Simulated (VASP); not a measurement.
# Hf3Si2N (Pmmm) in VASP: a series of runs, part 2 of 2

VASP 6.6.1.

### 3 Single point, PBE

This run uses another cell than the first one, of 24.62 Å³/atom.

INCAR

```
SYSTEM = Hf3Si2N
PREC = Accurate
ENCUT = 520
EDIFF = 1E-6
ISMEAR = 0
SIGMA = 0.1
LREAL = .False.
LASPH = .True.
NELM = 100
ALGO = Normal
ISIF = 2
LWAVE = .False.
LCHARG = .False.
GGA = PE
NBANDS = 30
```

KPOINTS

```
regular mesh
0
Gamma
  6 4 4
  0 0 0
```

POSCAR

```
Hf3Si2N
1.0
    2.9468373424      0.0000000000      0.0000000000
    0.0000000000      7.9090750469      0.0000000000
    0.0000000000      0.0000000000      6.3378687554
Hf Si N
3 2 1
Direct
    0.0000000000      0.3142812947      0.5000000000
    0.0000000000      0.6857187053      0.5000000000
    0.5000000000      0.0000000000      0.5000000000
    0.0000000000      0.0000000000      0.1741039305
    0.0000000000      0.0000000000      0.8258960695
    0.5000000000      0.5000000000      0.0000000000
```

Potentials or basis: VASP PAW PBE potentials, release 64 (Hf_pv, Si, N).

On the command line:

```console
cat potpaw_PBE.64/Hf_pv/POTCAR potpaw_PBE.64/Si/POTCAR potpaw_PBE.64/N/POTCAR > POTCAR
mpirun -np 1 vasp_std > vasp.out
```

OUTCAR:

```text
SYSTEM = Hf3Si2N
   PREC = Accurate
   ENCUT = 520
   EDIFF = 1E-6
   ISMEAR = 0
   LREAL = .False.
   LASPH = .True.
   NELM = 100
   ISIF = 2
   GGA = PE

 ion  position               nearest neighbor table
   1  0.000  0.314  0.500-   3 2.89   3 2.89   2 2.94   5 3.23   4 3.23
   2  0.000  0.686  0.500-   3 2.89   3 2.89   1 2.94   5 3.23   4 3.23
   3  0.500  0.000  0.500-   4 2.54   5 2.54   4 2.54   5 2.54   1 2.89   2 2.89   1 2.89   2 2.89

   4  0.000  0.000  0.174-   5 2.21   3 2.54   3 2.54   2 3.23   1 3.23
   5  0.000  0.000  0.826-   4 2.21   3 2.54   3 2.54   2 3.23   1 3.23
   6  0.500  0.500  0.000-

  LATTYP: Found a simple orthorhombic cell.
 ALAT       =     2.9468373424
 B/A-ratio  =     2.1507358632
 C/A-ratio  =     2.6839197852

  Lattice vectors:

 A1 = (  -2.9468373424,   0.0000000000,   0.0000000000)
 A2 = (   0.0000000000,   0.0000000000,   6.3378687554)
 A3 = (   0.0000000000,   7.9090750469,   0.0000000000)

Analysis of symmetry for initial positions (statically):
=====================================================================
 Subroutine PRICEL returns:
 Original cell was already a primitive cell.

 Routine SETGRP: Setting up the symmetry group for a
 simple orthorhombic supercell.

 Subroutine GETGRP returns: Found  8 space group operations
 (whereof  8 operations were pure point group operations)
 out of a pool of  8 trial point group operations.

The static configuration has the point symmetry D_2h.

Analysis of symmetry for dynamics (positions and initial velocities):
=====================================================================
 Subroutine PRICEL returns:
 Original cell was already a primitive cell.

 Routine SETGRP: Setting up the symmetry group for a
 simple orthorhombic supercell.

 Subroutine GETGRP returns: Found  8 space group operations
 (whereof  8 operations were pure point group operations)
 out of a pool of  8 trial point group operations.

The dynamic configuration has the point symmetry D_2h.

 Subroutine INISYM returns: Found  8 space group operations
 (whereof  8 operations are pure point group operations),
 and found     1 'primitive' translations

----------------------------------------------------------------------------------------

                                     Primitive cell

  volume of cell :     147.7152

  direct lattice vectors                    reciprocal lattice vectors
     2.946837342  0.000000000  0.000000000     0.339346860  0.000000000  0.000000000
     0.000000000  7.909075047  0.000000000     0.000000000  0.126437035  0.000000000
     0.000000000  0.000000000  6.337868755     0.000000000  0.000000000  0.157781746

  length of vectors
     2.946837342  7.909075047  6.337868755     0.339346860  0.126437035  0.157781746

  position of ions in fractional coordinates (direct lattice)
     0.000000000  0.314281295  0.500000000
     0.000000000  0.685718705  0.500000000
     0.500000000  0.000000000  0.500000000
     0.000000000  0.000000000  0.174103931
     0.000000000  0.000000000  0.825896069
     0.500000000  0.500000000  0.000000000

  ion indices of the primitive-cell ions
   primitive index   ion index
                 1           1
[... 33 lines left out ...]
            Coordinates               Weight
  0.000000  0.000000  0.000000      1.000000
  0.166667  0.000000  0.000000      2.000000
  0.333333  0.000000  0.000000      2.000000
  0.500000  0.000000  0.000000      1.000000
  0.000000  0.250000  0.000000      2.000000
  0.166667  0.250000  0.000000      4.000000
[... 16 lines left out ...]
  0.333333  0.500000  0.250000      4.000000
  0.500000  0.500000  0.250000      2.000000
 [... further k-points ...]
   k-points           NKPTS =     36   k-points in BZ     NKDIM =     36   number of bands    NBANDS=     30
   number of dos      NEDOS =    301   number of ions     NIONS =      6
   total plane-waves  NPLWV =  69120
   dimension x,y,z NGX =    24 NGY =   60 NGZ =   48
   dimension x,y,z NGXF=    48 NGYF=  120 NGZF=   96
   ions per type =               3   2   1
   NGX,Y,Z   is equivalent  to a cutoff of  13.54, 12.61, 12.59 a.u.
   NGXF,Y,Z  is equivalent  to a cutoff of  27.08, 25.22, 25.18 a.u.
 SYSTEM =  Hf3Si2N
   PREC   = accura    normal or accurate (medium, high low for compatibility)
   ISTART =      0    job   : 0-new  1-cont  2-samecut
   ICHARG =      2    charge: 1-file 2-atom 10-const
   ISPIN  =      1    spin polarized calculation?
   LNONCOLLINEAR =      F non collinear calculations
   LSORBIT =      F    spin-orbit coupling
   LASPH  =      T    aspherical Exc in radial PAW
   ENCUT  =  520.0 eV  38.22 Ry    6.18 a.u.   5.48 14.71 11.78*2*pi/ulx,y,z
   NELM   =    100;   NELMIN=  2; NELMDL= -5     # of ELM steps
   EDIFF  = 0.1E-05   stopping-criterion for ELM
   LREAL  =      F    real-space projection
   EDIFFG = 0.1E-04   stopping-criterion for IOM
   NSW    =      0    number of steps for IOM
   IBRION =     -1    ionic relax: 0-MD 1-quasi-New 2-CG
   NFREE  =      0    steps in history (QN), initial steepest desc. (CG)
   ISIF   =      2    stress and relaxation
   ISYM   =      2    0-nonsym 1-usesym 2-fastsym
   POTIM  = 0.5000    time-step for ionic-motion
   TEBEG  =    0.0;   TEEND  =   0.0 temperature during run
   PSTRESS=    0.0 pullay stress
   NELECT =      43.0000    total number of electrons
   NUPDOWN=      -1.0000    fix difference up-down
   EMIN   =  10.00;   EMAX   =-10.00  energy-range for DOS
   EFERMI =   0.00;   METHOD = LEGACY
   ISMEAR =     0;   SIGMA  =   0.10  broadening in eV -4-tet -1-fermi 0-gaus
   EFERMI_NEDOS =   21; number of points for ismear=-14 and -15
   IALGO  =     38    algorithm
   IMIX   =      4    mixing-type and parameters
     AMIX     =   0.40;   BMIX     =  1.00
     AMIX_MAG =   1.60;   BMIX_MAG =  1.00
  volume/ion in A,a.u.               =      24.62       166.14
  Fermi-wavevector in a.u.,A,eV,Ry     =   1.084982  2.050319 16.016593  1.177186
  Thomas-Fermi vector in A             =   2.221085
   LORBIT       =      0    0 simple, 1 ext, 2 COOP (PROOUT), +10 PAW based schemes
   GGA     = PE    functional components
   LHFCALC =     F    Hartree Fock is set to
   AEXX    =    0.0000 exact exchange contribution
   IVDW    =     0    specifies the selected vdW correction
   LEPSILON=     F    determine dielectric tensor
   LRPA    =     F    only Hartree local field effects (RPA)
 non-spin polarized calculation
 Gauss-broadening in eV      SIGMA  =   0.10
  energy-cutoff  :      520.00
  volume of cell :      147.72
 maximum number of plane-waves:      4012
 NGX is ok and might be reduce to    24
   NGX = 11   NGY = 29   NGZ = 23

 number of electron      42.9999996 magnetization

 Free energy of the ion-electron system (eV)
  ---------------------------------------------------
  ext. energy  EPLUGINS =         0.00000000
  ---------------------------------------------------
  free energy    TOTEN  =       -39.94306014 eV

  energy without entropy =      -39.92237994  energy(sigma->0) =      -39.93272004

 E-fermi :   2.8015     XC(G=0):  -9.3243

 val. band max:        2.8001824135   @ k =   0.1667   0.2500   0.5000
 cond. band min:       2.8097516112   @ k =   0.3333   0.2500   0.5000
 fundamental gap:      0.0095691977
 Fermi energy:         2.8014701078

 k-point     1 :       0.0000    0.0000    0.0000
  band No.  band energies     occupation
      1     -28.6838      2.00000
      2     -28.6354      2.00000
      3     -28.5579      2.00000
      4     -28.3063      2.00000
      5     -27.8395      2.00000
      6     -27.7928      2.00000
[... 781 lines left out ...]
     29       5.1173      0.00000
     30       5.4562      0.00000

 [... further k-points ...]

------------------------ aborting loop because EDIFF is reached ----------------------------------------

  FORCE on cell =-STRESS in cart. coord.  units (eV):
  Direction    XX          YY          ZZ          XY          YZ          ZX
  --------------------------------------------------------------------------------------
  -------------------------------------------------------------------------------------
  Total       -0.2094361      0.0470090      0.2261585      0.0000000      0.0000000      0.0000000
  in kB       -2.2716266      0.5098779      2.4530052      0.0000000      0.0000000      0.0000000
  external PRESSURE =       0.2304189 kB  Pullay stress =       0.0000000 kB

 VOLUME and BASIS-vectors are now :
 -----------------------------------------------------------------------------
  energy-cutoff  :      520.00
  volume of cell :      147.72
      direct lattice vectors                 reciprocal lattice vectors
     2.946837342  0.000000000  0.000000000     0.339346860  0.000000000  0.000000000
     0.000000000  7.909075047  0.000000000     0.000000000  0.126437035  0.000000000
     0.000000000  0.000000000  6.337868755     0.000000000  0.000000000  0.157781746

 POSITION                                       TOTAL-FORCE (eV/Angst)
 -----------------------------------------------------------------------------------
      0.00000      2.48567      3.16893        -0.000000     -0.059849      0.000000
      0.00000      5.42340      3.16893         0.000000      0.059849      0.000000
      1.47342      0.00000      3.16893         0.000000     -0.000000      0.000000
      0.00000      0.00000      1.10345         0.000000      0.000000     -0.002595
      0.00000      0.00000      5.23442         0.000000     -0.000000      0.002595
      1.47342      3.95454      0.00000         0.000000     -0.000000      0.000000
 -----------------------------------------------------------------------------------
    total drift:                                0.000000     -0.000000     -0.000000

  FREE ENERGIE OF THE ION-ELECTRON SYSTEM (eV)
  ---------------------------------------------------
  free  energy   TOTEN  =       -39.9430601430 eV

  energy  without entropy=      -39.9223799435  energy(sigma->0) =      -39.93272004
```

OSZICAR:

```text
N       E                     dE             d eps       ncg     rms          rms(c)
DAV:   1     0.171888199861E+03    0.17189E+03   -0.21371E+04  2216   0.125E+03
DAV:   2    -0.301030981113E+02   -0.20199E+03   -0.19385E+03  2602   0.298E+02
DAV:   3    -0.442411587035E+02   -0.14138E+02   -0.13527E+02  2992   0.521E+01
DAV:   4    -0.446710933103E+02   -0.42993E+00   -0.42253E+00  2822   0.955E+00
[... 15 lines left out ...]
DAV:  20    -0.399430672730E+02   -0.21353E-04   -0.87891E-05  2564   0.271E-02    0.448E-02
DAV:  21    -0.399430633201E+02    0.39529E-05   -0.91017E-06  2210   0.851E-03    0.528E-02
DAV:  22    -0.399430629001E+02    0.41997E-06   -0.29344E-05  2264   0.107E-02    0.529E-02
DAV:  23    -0.399430604231E+02    0.24770E-05   -0.43665E-06  2140   0.830E-03    0.240E-02
DAV:  24    -0.399430601430E+02    0.28009E-06   -0.67782E-07  1292   0.374E-03
   1 F= -.39943060E+02 E0= -.39932720E+02  d E =-.206802E-01
```

It took 3.6 min on 1 thread of Intel Xeon Platinum 8259CL at 2.50GHz (Skylake/Cascade Lake), shared host; peak memory 0.33 GiB.

What came out:

* Free energy: -39.9431 eV
* Pressure: 0.0 GPa
* Largest force: 0.060 eV/Å
* Band gap on the k mesh: zero (an odd number of electrons rules out a gap without spin polarisation)

Forces on the atoms (eV/Å):
```
Hf   0.000 -0.060  0.000
Hf   0.000  0.060  0.000
Hf   0.000  0.000  0.000
Si   0.000  0.000 -0.003
Si   0.000  0.000  0.003
N    0.000  0.000  0.000
```

Caveat: spin-orbit coupling is left out, which moves the levels of the heavy elements; an odd number of electrons without spin polarisation forces a metal; a magnetic or distorted state may lie lower.
